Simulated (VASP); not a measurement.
Here is a VASP 6.6.1 calculation.

Contents of INCAR:

```
PREC = Accurate ; ENCUT = 600
EDIFF = 1E-6 ; ISMEAR = -1
SIGMA = 0.1 ; LREAL = False
LASPH = True ; NELM = 80
ALGO = Normal ; ISIF = 3
LWAVE = False ; LCHARG = False
GGA = PS ; IBRION = 2
NSW = 100 ; EDIFFG = -0.002
PSTRESS = 100.0
```

KPOINTS

```
regular mesh
0
Gamma
  14 14 14
```

Contents of POSCAR:

```
LuH2
1.0
    0.0000000000      2.4795139380      2.4795139380
    2.4795139380      0.0000000000      2.4795139380
    2.4795139380      2.4795139380      0.0000000000
Lu H
1 2
Direct
    0.0000000000      0.0000000000      0.0000000000
    0.2500000000      0.2500000000      0.2500000000
    0.7500000000      0.7500000000      0.7500000000
```

Potentials or basis: VASP PAW PBE potentials, release 64 (Lu, H).

Run with:

```sh
$ cat potpaw_PBE.64/Lu/POTCAR potpaw_PBE.64/H/POTCAR > POTCAR
$ mpirun -np 1 vasp_std > vasp.out
```

(1) Predict the relaxed cell.

(2) Estimate the space group after relaxing (to 0.1 Å).

(3) Estimate the relaxed volume.

## Answers

(1) a = 3.412 Å, b = 3.412 Å, c = 3.412 Å, α = 60.00°, β = 60.00°, γ = 60.00°.

(2) Fm-3m (No. 225).

(3) 9.36 Å³/atom.

Caveat: the cell is relaxed towards a set pressure, so the run minimises the enthalpy, not the energy; the PAW data sets were made with another functional, which shifts forces and pressure a little.
